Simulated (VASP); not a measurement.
# SbPb (Fm-3m) in VASP: a series of runs

Runs on SbPb. Level: LDA. Tasks: single point.

Everything below comes from runs of VASP 6.6.1. Logs are shortened: lines on timing, memory, paths and dates and some standing lists are left out, and cuts for length are marked.

### 1 The cell of the first run

The structure is cubic, space group Fm-3m (No. 225). The conventional cell has a = 6.033 Å, b = 6.033 Å, c = 6.033 Å, α = 90.00°, β = 90.00°, γ = 90.00°. Within 4.0 Å of Sb (site symmetry m-3m) lie 6 Pb at 3.02 Å. Pb (site symmetry m-3m) has 6 Sb at 3.02 Å within 4.0 Å.

### 2 Single point, LDA (volume 27.446 Å^3 an atom, c/a of the conventional cell 1.0000)

File INCAR:

```
SYSTEM = SbPb
ALGO     = Normal         ! electronic algorithm
EDIFF    = 1E-6           ! SCF threshold, eV
ENCUT    = 520            ! plane-wave cutoff, eV
GGA      = CA             ! functional
ISIF     = 2              ! what is computed and relaxed
ISMEAR   = 0              ! smearing method
LASPH    = .TRUE.         ! aspherical terms in the spheres
LCHARG   = .FALSE.        ! write CHGCAR
LREAL    = .FALSE.        ! projectors in reciprocal space
LWAVE    = .FALSE.        ! write WAVECAR
NBANDS   = 16             ! bands
NELM     = 100            ! most SCF steps
PREC     = Accurate       ! precision mode
SIGMA    = 0.15           ! smearing width, eV
```

File KPOINTS:

```
k-points
0
G
  14 14 14
  0 0 0
```

File POSCAR:

```
SbPb
1.0
    0.0000000000      3.0164283903      3.0164283903
    3.0164283903      0.0000000000      3.0164283903
    3.0164283903      3.0164283903      0.0000000000
Sb Pb
1 1
Direct
    0.5000000000      0.5000000000      0.5000000000
    0.0000000000      0.0000000000      0.0000000000
```

Potentials or basis: VASP PAW LDA potentials, release 64 (Sb, Pb_d).

Launch:

```console
$ cat potpaw_LDA.64/Sb/POTCAR potpaw_LDA.64/Pb_d/POTCAR > POTCAR
$ mpirun -np 1 vasp_std > vasp.out
```

OUTCAR:

```text
SYSTEM = SbPb
   EDIFF = 1E-6
   ENCUT = 520
   GGA = CA
   ISIF = 2
   ISMEAR = 0
   LASPH = .TRUE.
   LREAL = .FALSE.
   NELM = 100
   PREC = Accurate

 ion  position               nearest neighbor table
   1  0.500  0.500  0.500-   2 3.02   2 3.02   2 3.02   2 3.02   2 3.02   2 3.02
   2  0.000  0.000  0.000-   1 3.02   1 3.02   1 3.02   1 3.02   1 3.02   1 3.02

  LATTYP: Found a face centered cubic cell.
 ALAT       =     6.0328567806

  Lattice vectors:

 A1 = (   0.0000000000,   3.0164283903,   3.0164283903)
 A2 = (   3.0164283903,   0.0000000000,   3.0164283903)
 A3 = (   3.0164283903,   3.0164283903,   0.0000000000)

Analysis of symmetry for initial positions (statically):
=====================================================================
 Subroutine PRICEL returns:
 Original cell was already a primitive cell.

 Routine SETGRP: Setting up the symmetry group for a
 face centered cubic supercell.

 Subroutine GETGRP returns: Found 48 space group operations
 (whereof 48 operations were pure point group operations)
 out of a pool of 48 trial point group operations.

The static configuration has the point symmetry O_h .

Analysis of symmetry for dynamics (positions and initial velocities):
=====================================================================
 Subroutine PRICEL returns:
 Original cell was already a primitive cell.

 Routine SETGRP: Setting up the symmetry group for a
 face centered cubic supercell.

 Subroutine GETGRP returns: Found 48 space group operations
 (whereof 48 operations were pure point group operations)
 out of a pool of 48 trial point group operations.

The dynamic configuration has the point symmetry O_h .

 Subroutine INISYM returns: Found 48 space group operations
 (whereof 48 operations are pure point group operations),
 and found     1 'primitive' translations

----------------------------------------------------------------------------------------

                                     Primitive cell

  volume of cell :      54.8920

  direct lattice vectors                    reciprocal lattice vectors
     0.000000000  3.016428390  3.016428390    -0.165758949  0.165758949  0.165758949
     3.016428390  0.000000000  3.016428390     0.165758949 -0.165758949  0.165758949
     3.016428390  3.016428390  0.000000000     0.165758949  0.165758949 -0.165758949

  length of vectors
     4.265873939  4.265873939  4.265873939     0.287102922  0.287102922  0.287102922

[... 79 lines left out ...]
   NELM   =    100;   NELMIN=  2; NELMDL= -5     # of ELM steps
   EDIFF  = 0.1E-05   stopping-criterion for ELM
   LREAL  =      F    real-space projection
   EDIFFG = 0.1E-04   stopping-criterion for IOM
   NSW    =      0    number of steps for IOM
   IBRION =     -1    ionic relax: 0-MD 1-quasi-New 2-CG
   NFREE  =      0    steps in history (QN), initial steepest desc. (CG)
   ISIF   =      2    stress and relaxation
   ISYM   =      2    0-nonsym 1-usesym 2-fastsym
   POTIM  = 0.5000    time-step for ionic-motion
   TEBEG  =    0.0;   TEEND  =   0.0 temperature during run
   PSTRESS=    0.0 pullay stress
   NELECT =      19.0000    total number of electrons
   NUPDOWN=      -1.0000    fix difference up-down
   EMIN   =  10.00;   EMAX   =-10.00  energy-range for DOS
   EFERMI =   0.00;   METHOD = LEGACY
   ISMEAR =     0;   SIGMA  =   0.15  broadening in eV -4-tet -1-fermi 0-gaus
   EFERMI_NEDOS =   21; number of points for ismear=-14 and -15
   IALGO  =     38    algorithm
   IMIX   =      4    mixing-type and parameters
     AMIX     =   0.40;   BMIX     =  1.00
     AMIX_MAG =   1.60;   BMIX_MAG =  1.00
  volume/ion in A,a.u.               =      27.45       185.21
  Fermi-wavevector in a.u.,A,eV,Ry     =   1.149449  2.172144 17.976464  1.321233
  Thomas-Fermi vector in A             =   2.286118
   LORBIT       =      0    0 simple, 1 ext, 2 COOP (PROOUT), +10 PAW based schemes
   GGA     = CA    functional components
   LHFCALC =     F    Hartree Fock is set to
   AEXX    =    0.0000 exact exchange contribution
   IVDW    =     0    specifies the selected vdW correction
   LEPSILON=     F    determine dielectric tensor
   LRPA    =     F    only Hartree local field effects (RPA)
 non-spin polarized calculation
 Gauss-broadening in eV      SIGMA  =   0.15
  energy-cutoff  :      520.00
  volume of cell :       54.89
 maximum number of plane-waves:      1492
   NGX = 15   NGY = 15   NGZ = 15

 number of electron      19.0000004 magnetization

 Free energy of the ion-electron system (eV)
  ---------------------------------------------------
  ext. energy  EPLUGINS =         0.00000000
  ---------------------------------------------------
  free energy    TOTEN  =        -8.86777532 eV

  energy without entropy =       -8.85716763  energy(sigma->0) =       -8.86247147

 E-fermi :   7.9182     XC(G=0): -10.4870

 val. band max:        7.9167930216   @ k =  -0.1429   0.1429   0.0000
 cond. band min:       7.9403901764   @ k =  -0.2857   0.2143   0.0000
 fundamental gap:      0.0235971548
 Fermi energy:         7.9182413607

 k-point     1 :       0.0000    0.0000    0.0000
  band No.  band energies     occupation
      1      -8.9947      2.00000
      2      -8.9947      2.00000
      3      -8.9578      2.00000
      4      -8.9578      2.00000
      5      -8.9578      2.00000
      6      -4.8154      2.00000
[... 433 lines left out ...]
      3      -8.9631      2.00000
      4      -8.9375      2.00000
      5      -8.9329      2.00000
      6      -3.8885      2.00000
[... 8 lines left out ...]
     15      15.9521      0.00000
     16      16.1889      0.00000

 [... further k-points ...]

------------------------ aborting loop because EDIFF is reached ----------------------------------------

  FORCE on cell =-STRESS in cart. coord.  units (eV):
  Direction    XX          YY          ZZ          XY          YZ          ZX
  --------------------------------------------------------------------------------------
  -------------------------------------------------------------------------------------
  Total        1.9395839      1.9395839      1.9395839      0.0000000      0.0000000      0.0000000
  in kB       56.6122076     56.6122076     56.6122076      0.0000000      0.0000000      0.0000000
  external PRESSURE =      56.6122076 kB  Pullay stress =       0.0000000 kB

 VOLUME and BASIS-vectors are now :
 -----------------------------------------------------------------------------
  energy-cutoff  :      520.00
  volume of cell :       54.89
      direct lattice vectors                 reciprocal lattice vectors
     0.000000000  3.016428390  3.016428390    -0.165758949  0.165758949  0.165758949
     3.016428390  0.000000000  3.016428390     0.165758949 -0.165758949  0.165758949
     3.016428390  3.016428390  0.000000000     0.165758949  0.165758949 -0.165758949

 POSITION                                       TOTAL-FORCE (eV/Angst)
 -----------------------------------------------------------------------------------
      3.01643      3.01643      3.01643        -0.000000      0.000000     -0.000000
      0.00000      0.00000      0.00000         0.000000      0.000000      0.000000
 -----------------------------------------------------------------------------------
    total drift:                                0.000000     -0.000000     -0.000000

  FREE ENERGIE OF THE ION-ELECTRON SYSTEM (eV)
  ---------------------------------------------------
  free  energy   TOTEN  =        -8.8677753178 eV

  energy  without entropy=       -8.8571676307  energy(sigma->0) =       -8.86247147
```

OSZICAR:

```text
N       E                     dE             d eps       ncg     rms          rms(c)
DAV:   1     0.143649781391E+03    0.14365E+03   -0.84889E+03  3344   0.115E+03
DAV:   2    -0.820219549960E+00   -0.14447E+03   -0.14099E+03  3768   0.309E+02
DAV:   3    -0.872447413965E+01   -0.79043E+01   -0.78346E+01  4256   0.777E+01
DAV:   4    -0.890745115752E+01   -0.18298E+00   -0.18295E+00  4056   0.141E+01
DAV:   5    -0.891605658443E+01   -0.86054E-02   -0.86053E-02  4768   0.266E+00    0.254E+00
DAV:   6    -0.887687319500E+01    0.39183E-01   -0.59040E-02  4544   0.331E+00    0.144E+00
DAV:   7    -0.886869458088E+01    0.81786E-02   -0.21148E-02  4536   0.158E+00    0.457E-01
DAV:   8    -0.886778321962E+01    0.91136E-03   -0.25659E-03  4440   0.643E-01    0.265E-02
DAV:   9    -0.886777383696E+01    0.93827E-05   -0.17294E-04  4440   0.147E-01    0.127E-02
DAV:  10    -0.886777540375E+01   -0.15668E-05   -0.10434E-05  4112   0.232E-02    0.464E-03
DAV:  11    -0.886777531780E+01    0.85952E-07   -0.10977E-06  3056   0.148E-02
   1 F= -.88677753E+01 E0= -.88624715E+01  d E =-.106077E-01
```

Run time: 20 s. Hardware: 1 thread of Intel Xeon 6975P-C (Granite Rapids), shared host; peak memory 0.22 GiB.

Results:

- Free energy: -8.8678 eV
- Pressure: 5.7 GPa

Levels at points of the mesh, in eV from the Fermi level:
| k point | band 8 | band 9 | band 10 | band 11 | band 12 | band 13 |
| --- | --- | --- | --- | --- | --- | --- |
| (0.00, 0.00, 0.00) | -0.85 | -0.85 | -0.85 | 4.91 | 4.91 | 4.91 |
| (0.50, 0.00, 0.00) | 0.06 | 0.06 | 1.09 | 1.09 | 1.21 | 1.31 |
| (0.50, 0.50, 0.00) | -5.50 | -3.10 | -3.10 | 2.80 | 7.38 | 7.38 |

Caveat: spin-orbit coupling is left out, which moves the levels of the heavy elements.

### 3 Single point, LDA (volume 28.242 Å^3 an atom, c/a of the conventional cell 1.0000)

File INCAR:

```
PREC     = Accurate       # precision mode
ENCUT    = 520            # plane-wave cutoff, eV
EDIFF    = 1E-6           # SCF threshold, eV
ISMEAR   = 0              # smearing method
SIGMA    = 0.15           # smearing width, eV
LREAL    = False          # projectors in reciprocal space
LASPH    = True           # aspherical terms in the spheres
NELM     = 60             # most SCF steps
ALGO     = Normal         # electronic algorithm
ISIF     = 2              # what is computed and relaxed
LWAVE    = False          # write WAVECAR
LCHARG   = False          # write CHGCAR
NBANDS   = 16             # bands
```

File KPOINTS:

```
regular mesh
0
Gamma
  14 14 14
```

File POSCAR:

```
SbPb
1.0
    0.0000000000      3.0453121571      3.0453121571
    3.0453121571      0.0000000000      3.0453121571
    3.0453121571      3.0453121571      0.0000000000
Sb Pb
1 1
Direct
    0.5000000000      0.5000000000      0.5000000000
    0.0000000000      0.0000000000      0.0000000000
```

Potentials or basis: VASP PAW LDA potentials, release 64 (Sb, Pb_d).

Launch:

```console
$ cat potpaw_LDA.64/Sb/POTCAR potpaw_LDA.64/Pb_d/POTCAR > POTCAR
$ mpirun -np 1 vasp_std > vasp.out
```

It took 19 s on 1 thread of Intel Xeon 6975P-C (Granite Rapids), shared host; peak memory 0.22 GiB.

The run converged. Its results:

| Item | Value |
| --- | --- |
| Free energy | -8.9133 eV |
| Pressure | 3.5 GPa |

Levels at points of the mesh, in eV from the Fermi level:
| k point | band 6 | band 7 | band 8 | band 9 | band 10 | band 11 | band 12 | band 13 | band 14 | band 15 |
| --- | --- | --- | --- | --- | --- | --- | --- | --- | --- | --- |
| (0.00, 0.00, 0.00) | -12.49 | -3.45 | -0.81 | -0.81 | -0.81 | 4.83 | 4.83 | 4.83 | 5.87 | 5.87 |
| (0.50, 0.00, 0.00) | -9.72 | -9.35 | 0.07 | 0.07 | 1.12 | 1.12 | 1.13 | 1.29 | 9.57 | 9.67 |
| (0.50, 0.50, 0.00) | -9.59 | -6.64 | -5.30 | -2.97 | -2.97 | 2.87 | 7.19 | 7.19 | 9.42 | 11.06 |

Caveat: spin-orbit coupling is left out, which moves the levels of the heavy elements.

### 4 Single point, LDA (volume 29.037 Å^3 an atom, c/a of the conventional cell 1.0000)

File INCAR:

```
  PREC = Accurate
  ENCUT = 520
  EDIFF = 1E-6
  ISMEAR = 0
  SIGMA = 0.15
  LREAL = False
  LASPH = True
  NELM = 100
  ALGO = Normal
  ISIF = 2
  LWAVE = False
  LCHARG = False
  NBANDS = 16
```

File KPOINTS:

```
Automatic mesh
0
Gamma
  14 14 14
```

File POSCAR:

```
SbPb
1.0
    0.0000000000      3.0736228879      3.0736228879
    3.0736228879      0.0000000000      3.0736228879
    3.0736228879      3.0736228879      0.0000000000
Sb Pb
1 1
Direct
    0.5000000000      0.5000000000      0.5000000000
    0.0000000000      0.0000000000      0.0000000000
```

Potentials or basis: VASP PAW LDA potentials, release 64 (Sb, Pb_d).

Launch:

```console
$ cat potpaw_LDA.64/Sb/POTCAR potpaw_LDA.64/Pb_d/POTCAR > POTCAR
$ mpirun -np 1 vasp_std > vasp.out
```

OUTCAR:

```text
PREC = Accurate
   ENCUT = 520
   EDIFF = 1E-6
   ISMEAR = 0
   LREAL = False
   LASPH = True
   NELM = 100
   ISIF = 2

 ion  position               nearest neighbor table
   1  0.500  0.500  0.500-   2 3.07   2 3.07   2 3.07   2 3.07   2 3.07   2 3.07
   2  0.000  0.000  0.000-   1 3.07   1 3.07   1 3.07   1 3.07   1 3.07   1 3.07

  LATTYP: Found a face centered cubic cell.
 ALAT       =     6.1472457758

  Lattice vectors:

 A1 = (   0.0000000000,   3.0736228879,   3.0736228879)
 A2 = (   3.0736228879,   0.0000000000,   3.0736228879)
 A3 = (   3.0736228879,   3.0736228879,   0.0000000000)

Analysis of symmetry for initial positions (statically):
=====================================================================
 Subroutine PRICEL returns:
 Original cell was already a primitive cell.

 Routine SETGRP: Setting up the symmetry group for a
 face centered cubic supercell.

 Subroutine GETGRP returns: Found 48 space group operations
 (whereof 48 operations were pure point group operations)
 out of a pool of 48 trial point group operations.

The static configuration has the point symmetry O_h .

Analysis of symmetry for dynamics (positions and initial velocities):
[... 158 lines left out ...]

 E-fermi :   7.1741     XC(G=0): -10.2292

 val. band max:        7.1281863335   @ k =   0.4286   0.0000   0.0000
 cond. band min:       7.1826913151   @ k =   0.5000   0.2857   0.1429
 fundamental gap:      0.0545049816
 Fermi energy:         7.1740856906

 k-point     1 :       0.0000    0.0000    0.0000
  band No.  band energies     occupation
      1      -9.6371      2.00000
      2      -9.6371      2.00000
      3      -9.6049      2.00000
      4      -9.6049      2.00000
      5      -9.6049      2.00000
      6      -5.0932      2.00000
[... 433 lines left out ...]
      3      -9.6089      2.00000
      4      -9.5883      2.00000
      5      -9.5848      2.00000
      6      -4.2225      2.00000
[... 8 lines left out ...]
     15      15.1178      0.00000
     16      15.3522      0.00000

 [... further k-points ...]

------------------------ aborting loop because EDIFF is reached ----------------------------------------

  FORCE on cell =-STRESS in cart. coord.  units (eV):
  Direction    XX          YY          ZZ          XY          YZ          ZX
  --------------------------------------------------------------------------------------
  -------------------------------------------------------------------------------------
  Total        0.5877742      0.5877742      0.5877742     -0.0000000      0.0000000      0.0000000
  in kB       16.2158357     16.2158357     16.2158357     -0.0000000      0.0000000      0.0000000
  external PRESSURE =      16.2158357 kB  Pullay stress =       0.0000000 kB

 VOLUME and BASIS-vectors are now :
 -----------------------------------------------------------------------------
  energy-cutoff  :      520.00
  volume of cell :       58.07
      direct lattice vectors                 reciprocal lattice vectors
     0.000000000  3.073622888  3.073622888    -0.162674478  0.162674478  0.162674478
     3.073622888  0.000000000  3.073622888     0.162674478 -0.162674478  0.162674478
     3.073622888  3.073622888  0.000000000     0.162674478  0.162674478 -0.162674478

 POSITION                                       TOTAL-FORCE (eV/Angst)
 -----------------------------------------------------------------------------------
      3.07362      3.07362      3.07362        -0.000000      0.000000     -0.000000
      0.00000      0.00000      0.00000         0.000000      0.000000      0.000000
 -----------------------------------------------------------------------------------
    total drift:                                0.000000     -0.000000     -0.000000

  FREE ENERGIE OF THE ION-ELECTRON SYSTEM (eV)
  ---------------------------------------------------
  free  energy   TOTEN  =        -8.9388397975 eV

  energy  without entropy=       -8.9275049162  energy(sigma->0) =       -8.93317236
```

Wall time 22 s (1 thread of Intel Xeon 6975P-C (Granite Rapids), shared host); peak memory 0.23 GiB.

What came out:

```yaml
Free_energy: -8.9388 eV
Pressure: 1.6 GPa
```

Levels at points of the mesh, in eV from the Fermi level:
| k point | band 6 | band 7 | band 8 | band 9 | band 10 | band 11 | band 12 | band 13 | band 14 | band 15 |
| --- | --- | --- | --- | --- | --- | --- | --- | --- | --- | --- |
| (0.00, 0.00, 0.00) | -12.27 | -3.64 | -0.76 | -0.76 | -0.76 | 4.75 | 4.75 | 4.75 | 5.87 | 5.87 |
| (0.50, 0.00, 0.00) | -9.59 | -9.21 | 0.07 | 0.07 | 1.06 | 1.14 | 1.14 | 1.26 | 9.44 | 9.62 |
| (0.50, 0.50, 0.00) | -9.49 | -6.66 | -5.12 | -2.86 | -2.86 | 2.94 | 7.01 | 7.01 | 9.17 | 10.92 |

Caveat: spin-orbit coupling is left out, which moves the levels of the heavy elements.

### 5 Single point, LDA (volume 30.628 Å^3 an atom, c/a of the conventional cell 1.0000)

File INCAR:

```
SYSTEM = SbPb
ALGO = Normal
EDIFF = 1E-6
ENCUT = 520
GGA = CA
ISIF = 2
ISMEAR = 0
LASPH = .True.
LCHARG = .False.
LREAL = .False.
LWAVE = .False.
NBANDS = 16
NELM = 100
PREC = Accurate
SIGMA = 0.15
```

File KPOINTS:

```
k-points
0
Gamma
  14 14 14
  0 0 0
```

File POSCAR:

```
SbPb
1.0
    0.0000000000      3.1287645299      3.1287645299
    3.1287645299      0.0000000000      3.1287645299
    3.1287645299      3.1287645299      0.0000000000
Sb Pb
1 1
Direct
    0.5000000000      0.5000000000      0.5000000000
    0.0000000000      0.0000000000      0.0000000000
```

Launch:

```console
$ cat potpaw_LDA.64/Sb/POTCAR potpaw_LDA.64/Pb_d/POTCAR > POTCAR
$ mpirun -np 1 vasp_std > vasp.out
```

Run time: 32 s. Hardware: 1 thread of Intel Xeon 6975P-C (Granite Rapids), shared host; peak memory 0.24 GiB.

The run converged. Its results:

| Item | Value |
| --- | --- |
| Free energy | -8.9410 eV |
| Pressure | -1.3 GPa |

Levels at points of the mesh, in eV from the Fermi level:
| k point | band 7 | band 8 | band 9 | band 10 | band 11 | band 12 | band 13 | band 14 |
| --- | --- | --- | --- | --- | --- | --- | --- | --- |
| (0.00, 0.00, 0.00) | -3.97 | -0.69 | -0.69 | -0.69 | 4.59 | 4.59 | 4.59 | 5.86 |
| (0.50, 0.00, 0.00) | -8.96 | 0.09 | 0.09 | 0.92 | 1.18 | 1.18 | 1.22 | 9.21 |
| (0.50, 0.50, 0.00) | -6.71 | -4.77 | -2.65 | -2.65 | 3.05 | 6.68 | 6.68 | 8.67 |

Caveat: spin-orbit coupling is left out, which moves the levels of the heavy elements.

### 6 Summary

| cell | gap on the mesh (eV) | pressure (GPa) |
| --- | --- | --- |
| a = 4.266 Å, angles 60.0°, 2 atoms | none | 5.7 |
| a = 4.307 Å, angles 60.0°, 2 atoms | none | 3.5 |
| a = 4.347 Å, angles 60.0°, 2 atoms | none | 1.6 |
| a = 4.425 Å, angles 60.0°, 2 atoms | none | -1.3 |

Alike in all rows: task single point; level LDA; potentials or basis VASP PAW LDA potentials, release 64 (Sb, Pb_d); no spin polarisation; k mesh 14 × 14 × 14; cutoff (eV) 520; smearing gaussian 0.15 eV.

Caveats: spin-orbit coupling is left out, which moves the levels of the heavy elements.

Absolute energies hang on the potentials; compare differences alone.
